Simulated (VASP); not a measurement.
# SnSe (F-43m) in VASP: further runs, part 2 of 2

VASP 6.6.1. Earlier steps stand in the parts before.

**6. Single point, PBE (volume scaled by 0.91)**

INCAR reads:

```
SYSTEM = SnSe
PREC = Accurate
ENCUT = 520
EDIFF = 1E-7
ISMEAR = 0
SIGMA = 0.01
LREAL = .FALSE.
LASPH = .TRUE.
NELM = 100
ALGO = Normal
ISIF = 2
LWAVE = .FALSE.
LCHARG = .FALSE.
GGA = PE
NBANDS = 17
```

KPOINTS reads:

```
regular mesh
0
G
  10 10 10
  0 0 0
```

POSCAR reads:

```
SnSe
1.0
    0.0000000000      3.2858993431      3.2858993431
    3.2858993431      0.0000000000      3.2858993431
    3.2858993431      3.2858993431      0.0000000000
Sn Se
1 1
Direct
    0.0000000000      0.0000000000      0.0000000000
    0.2500000000      0.2500000000      0.2500000000
```

Potentials or basis: VASP PAW PBE potentials, release 64 (Sn_d, Se).

Launch:

```console
> cat potpaw_PBE.64/Sn_d/POTCAR potpaw_PBE.64/Se/POTCAR > POTCAR
> mpirun -np 1 vasp_std > vasp.out
```

OUTCAR:

```text
SYSTEM = SnSe
   PREC = Accurate
   ENCUT = 520
   EDIFF = 1E-7
   ISMEAR = 0
   LREAL = .FALSE.
   LASPH = .TRUE.
   NELM = 100
   ISIF = 2
   GGA = PE

 ion  position               nearest neighbor table
   1  0.000  0.000  0.000-   2 2.85   2 2.85   2 2.85   2 2.85
   2  0.250  0.250  0.250-   1 2.85   1 2.85   1 2.85   1 2.85

  LATTYP: Found a face centered cubic cell.
 ALAT       =     6.5717986862

  Lattice vectors:

 A1 = (   0.0000000000,   3.2858993431,   3.2858993431)
 A2 = (   3.2858993431,   0.0000000000,   3.2858993431)
 A3 = (   3.2858993431,   3.2858993431,   0.0000000000)

Analysis of symmetry for initial positions (statically):
=====================================================================
 Subroutine PRICEL returns:
 Original cell was already a primitive cell.

 Routine SETGRP: Setting up the symmetry group for a
 face centered cubic supercell.

 Subroutine GETGRP returns: Found 24 space group operations
 (whereof 24 operations were pure point group operations)
 out of a pool of 48 trial point group operations.

The static configuration has the point symmetry T_d .

Analysis of symmetry for dynamics (positions and initial velocities):
=====================================================================
 Subroutine PRICEL returns:
 Original cell was already a primitive cell.

 Routine SETGRP: Setting up the symmetry group for a
 face centered cubic supercell.

 Subroutine GETGRP returns: Found 24 space group operations
 (whereof 24 operations were pure point group operations)
 out of a pool of 48 trial point group operations.

The dynamic configuration has the point symmetry T_d .

 Subroutine INISYM returns: Found 24 space group operations
 (whereof 24 operations are pure point group operations),
 and found     1 'primitive' translations

----------------------------------------------------------------------------------------

                                     Primitive cell

  volume of cell :      70.9566

  direct lattice vectors                    reciprocal lattice vectors
     0.000000000  3.285899343  3.285899343    -0.152165343  0.152165343  0.152165343
     3.285899343  0.000000000  3.285899343     0.152165343 -0.152165343  0.152165343
     3.285899343  3.285899343  0.000000000     0.152165343  0.152165343 -0.152165343

  length of vectors
     4.646963416  4.646963416  4.646963416     0.263558105  0.263558105  0.263558105

  position of ions in fractional coordinates (direct lattice)
     0.000000000  0.000000000  0.000000000
     0.250000000  0.250000000  0.250000000

  ion indices of the primitive-cell ions
   primitive index   ion index
                 1           1
                 2           2

----------------------------------------------------------------------------------------

 KPOINTS: regular mesh

Automatic generation of k-mesh.
 Grid dimensions read from file:
 generate k-points for:   10   10   10

 Generating k-lattice:

  Cartesian coordinates                     Fractional coordinates (reciprocal lattice)
    -0.015216534  0.015216534  0.015216534     0.100000000  0.000000000  0.000000000
     0.015216534 -0.015216534  0.015216534     0.000000000  0.100000000  0.000000000
     0.015216534  0.015216534 -0.015216534     0.000000000  0.000000000  0.100000000

  Length of vectors
     0.026355810  0.026355810  0.026355810

  Shift w.r.t. Gamma in fractional coordinates (k-lattice)
     0.000000000  0.000000000  0.000000000

 Subroutine IBZKPT returns following result:
 ===========================================

 Found     47 irreducible k-points:

 Following reciprocal coordinates:
            Coordinates               Weight
  0.000000  0.000000  0.000000      1.000000
  0.100000  0.000000  0.000000      8.000000
  0.200000  0.000000  0.000000      8.000000
  0.300000  0.000000  0.000000      8.000000
  0.400000  0.000000  0.000000      8.000000
  0.500000  0.000000  0.000000      4.000000
[... 16 lines left out ...]
  0.300000  0.300000  0.000000      6.000000
  0.400000  0.300000  0.000000     24.000000
 [... further k-points ...]
   k-points           NKPTS =     47   k-points in BZ     NKDIM =     47   number of bands    NBANDS=     17
   number of dos      NEDOS =    301   number of ions     NIONS =      2
   total plane-waves  NPLWV =  46656
   dimension x,y,z NGX =    36 NGY =   36 NGZ =   36
   dimension x,y,z NGXF=    72 NGYF=   72 NGZF=   72
   ions per type =               1   1
   NGX,Y,Z   is equivalent  to a cutoff of  12.88, 12.88, 12.88 a.u.
   NGXF,Y,Z  is equivalent  to a cutoff of  25.76, 25.76, 25.76 a.u.
 SYSTEM =  SnSe
   PREC   = accura    normal or accurate (medium, high low for compatibility)
   ISTART =      0    job   : 0-new  1-cont  2-samecut
   ICHARG =      2    charge: 1-file 2-atom 10-const
   ISPIN  =      1    spin polarized calculation?
   LNONCOLLINEAR =      F non collinear calculations
   LSORBIT =      F    spin-orbit coupling
   LASPH  =      T    aspherical Exc in radial PAW
   ENCUT  =  520.0 eV  38.22 Ry    6.18 a.u.   8.64  8.64  8.64*2*pi/ulx,y,z
   NELM   =    100;   NELMIN=  2; NELMDL= -5     # of ELM steps
   EDIFF  = 0.1E-06   stopping-criterion for ELM
   LREAL  =      F    real-space projection
   EDIFFG = 0.1E-05   stopping-criterion for IOM
   NSW    =      0    number of steps for IOM
   IBRION =     -1    ionic relax: 0-MD 1-quasi-New 2-CG
   NFREE  =      0    steps in history (QN), initial steepest desc. (CG)
   ISIF   =      2    stress and relaxation
   ISYM   =      2    0-nonsym 1-usesym 2-fastsym
   POTIM  = 0.5000    time-step for ionic-motion
   TEBEG  =    0.0;   TEEND  =   0.0 temperature during run
   PSTRESS=    0.0 pullay stress
   NELECT =      20.0000    total number of electrons
   NUPDOWN=      -1.0000    fix difference up-down
   EMIN   =  10.00;   EMAX   =-10.00  energy-range for DOS
   EFERMI =   0.00;   METHOD = LEGACY
   ISMEAR =     0;   SIGMA  =   0.01  broadening in eV -4-tet -1-fermi 0-gaus
   EFERMI_NEDOS =   21; number of points for ismear=-14 and -15
   IALGO  =     38    algorithm
   IMIX   =      4    mixing-type and parameters
     AMIX     =   0.40;   BMIX     =  1.00
     AMIX_MAG =   1.60;   BMIX_MAG =  1.00
  volume/ion in A,a.u.               =      35.48       239.42
  Fermi-wavevector in a.u.,A,eV,Ry     =   1.073381  2.028396 15.675909  1.152147
  Thomas-Fermi vector in A             =   2.209179
   LORBIT       =      0    0 simple, 1 ext, 2 COOP (PROOUT), +10 PAW based schemes
   GGA     = PE    functional components
   LHFCALC =     F    Hartree Fock is set to
   AEXX    =    0.0000 exact exchange contribution
   IVDW    =     0    specifies the selected vdW correction
   LEPSILON=     F    determine dielectric tensor
   LRPA    =     F    only Hartree local field effects (RPA)
 non-spin polarized calculation
 Gauss-broadening in eV      SIGMA  =   0.01
  energy-cutoff  :      520.00
  volume of cell :       70.96
 maximum number of plane-waves:      1925
   NGX = 17   NGY = 17   NGZ = 17

 number of electron      19.9999993 magnetization

 Free energy of the ion-electron system (eV)
  ---------------------------------------------------
  ext. energy  EPLUGINS =         0.00000000
  ---------------------------------------------------
  free energy    TOTEN  =        -7.68600578 eV

  energy without entropy =       -7.68595185  energy(sigma->0) =       -7.68597881

 E-fermi :   3.6793     XC(G=0):  -8.1394

 val. band max:        3.5767216778   @ k =  -0.3000   0.4000   0.2000
 cond. band min:       3.6840269178   @ k =  -0.3000   0.5000   0.2000
 fundamental gap:      0.1073052400
 Fermi energy:         3.6792575551

 k-point     1 :       0.0000    0.0000    0.0000
  band No.  band energies     occupation
      1     -18.1695      2.00000
      2     -18.1695      2.00000
      3     -18.1695      2.00000
      4     -18.1503      2.00000
      5     -18.1503      2.00000
      6     -10.0656      2.00000
[... 9 lines left out ...]
     16      11.0698      0.00000
     17      12.2632      0.00000

 k-point     2 :       0.1000    0.0000    0.0000
  band No.  band energies     occupation
      1     -18.1700      2.00000
      2     -18.1691      2.00000
      3     -18.1691      2.00000
      4     -18.1502      2.00000
      5     -18.1502      2.00000
      6     -10.0203      2.00000
[... 9 lines left out ...]
     16      10.6660      0.00000
     17      11.9181      0.00000
[... 421 lines left out ...]
 k-point    24 :       0.4000    0.3000    0.0000
  band No.  band energies     occupation
      1     -18.1791      2.00000
      2     -18.1626      2.00000
      3     -18.1624      2.00000
      4     -18.1522      2.00000
      5     -18.1480      2.00000
      6      -9.4860      2.00000
[... 9 lines left out ...]
     16      12.3798      0.00000
     17      13.9817      0.00000

 [... further k-points ...]
[... 5 lines left out ...]
  --------------------------------------------------------------------------------------
  -------------------------------------------------------------------------------------
  Total        1.4882670      1.4882670      1.4882670     -0.0000000      0.0000000      0.0000000
  in kB       33.6045944     33.6045944     33.6045944     -0.0000000      0.0000000      0.0000000
  external PRESSURE =      33.6045944 kB  Pullay stress =       0.0000000 kB

 VOLUME and BASIS-vectors are now :
 -----------------------------------------------------------------------------
  energy-cutoff  :      520.00
  volume of cell :       70.96
      direct lattice vectors                 reciprocal lattice vectors
     0.000000000  3.285899343  3.285899343    -0.152165343  0.152165343  0.152165343
     3.285899343  0.000000000  3.285899343     0.152165343 -0.152165343  0.152165343
     3.285899343  3.285899343  0.000000000     0.152165343  0.152165343 -0.152165343

 POSITION                                       TOTAL-FORCE (eV/Angst)
 -----------------------------------------------------------------------------------
      0.00000      0.00000      0.00000         0.000000      0.000000      0.000000
      1.64295      1.64295      1.64295        -0.000000     -0.000000     -0.000000
 -----------------------------------------------------------------------------------
    total drift:                               -0.000000     -0.000000      0.000000

  FREE ENERGIE OF THE ION-ELECTRON SYSTEM (eV)
  ---------------------------------------------------
  free  energy   TOTEN  =        -7.6860057752 eV

  energy  without entropy=       -7.6859518467  energy(sigma->0) =       -7.68597881
```

OSZICAR:

```text
N       E                     dE             d eps       ncg     rms          rms(c)
DAV:   1     0.134615421958E+03    0.13462E+03   -0.95915E+03  1610   0.131E+03
DAV:   2     0.619438371897E+01   -0.12842E+03   -0.12468E+03  1743   0.329E+02
DAV:   3    -0.757889796185E+01   -0.13773E+02   -0.13679E+02  1947   0.970E+01
DAV:   4    -0.796769397483E+01   -0.38880E+00   -0.38848E+00  1883   0.179E+01
DAV:   5    -0.798019822677E+01   -0.12504E-01   -0.12504E-01  2300   0.308E+00    0.371E+00
DAV:   6    -0.768872815127E+01    0.29147E+00   -0.76039E-01  2351   0.420E+00    0.236E+00
DAV:   7    -0.768388847961E+01    0.48397E-02   -0.97841E-02  1683   0.133E+00    0.112E+00
DAV:   8    -0.768528841083E+01   -0.13999E-02   -0.92102E-03  1901   0.902E-01    0.125E-01
DAV:   9    -0.768566931487E+01   -0.38090E-03   -0.17293E-03  1777   0.315E-01    0.858E-02
DAV:  10    -0.768593135236E+01   -0.26204E-03   -0.36177E-04  1735   0.132E-01    0.239E-02
DAV:  11    -0.768600106806E+01   -0.69716E-04   -0.12069E-04  1845   0.792E-02    0.973E-03
DAV:  12    -0.768600463910E+01   -0.35710E-05   -0.76353E-06  1783   0.218E-02    0.353E-03
DAV:  13    -0.768600564107E+01   -0.10020E-05   -0.20175E-06  1751   0.737E-03    0.253E-03
DAV:  14    -0.768600576372E+01   -0.12265E-06   -0.10860E-07  1564   0.322E-03    0.716E-04
DAV:  15    -0.768600577520E+01   -0.11488E-07   -0.12170E-08  1084   0.100E-03
   1 F= -.76860058E+01 E0= -.76859788E+01  d E =-.539285E-04
```

stdout:

```text
POSCAR found type information on POSCAR SnSe
 POSCAR found :  2 types and       2 ions
 scaLAPACK will be used
 LDA part: xc-table for (Slater+PW92), standard interpolation
 POSCAR, INCAR and KPOINTS ok, starting setup
 FFT: planning ... GRIDC
 FFT: planning ... GRID_SOFT
 FFT: planning ... GRID
 WAVECAR not read
 entering main loop
```

It took 45 s on 1 thread of Intel Xeon 6975P-C, shared host; peak memory 0.23 GiB.

Results:

| Property | Result |
| --- | --- |
| Free energy | -7.6860 eV |
| Pressure | 3.4 GPa |
| Band gap on the k mesh | zero (band 10 reaches 3.68 eV, above the bottom of band 11 at 3.49 eV) |

Caveat: spin-orbit coupling is left out, which moves the levels of the heavy elements.

**7. Overview**

| task | cell | k mesh | cutoff (eV) | smearing | gap on the mesh (eV) | pressure (GPa) |
| --- | --- | --- | --- | --- | --- | --- |
| single point | a = 4.414 Å, angles 60.0°, 2 atoms | 6 × 6 × 6 | 520 | gaussian 0.1 eV | none | 11.6 |
| single point | a = 4.788 Å, angles 60.0°, 2 atoms | 6 × 6 × 6 | 520 | gaussian 0.1 eV | 0.21 | 0.1 |
| relaxation of cell and atoms | relaxed from a = 4.414 Å, angles 60.0°, 2 atoms | 6 × 6 × 6 | 600 | gaussian 0.1 eV | 0.20 | 0.2 |
| single point | a = 4.595 Å, angles 60.0°, 2 atoms | 10 × 10 × 10 | 520 | gaussian 0.01 eV | none | 4.9 |
| single point | a = 4.647 Å, angles 60.0°, 2 atoms | 10 × 10 × 10 | 520 | gaussian 0.01 eV | none | 3.4 |

Alike in all rows: level PBE; potentials or basis VASP PAW PBE potentials, release 64 (Sn_d, Se); no spin polarisation.

Caveats: spin-orbit coupling is left out, which moves the levels of the heavy elements.

Absolute energies hang on the potentials; compare differences alone.
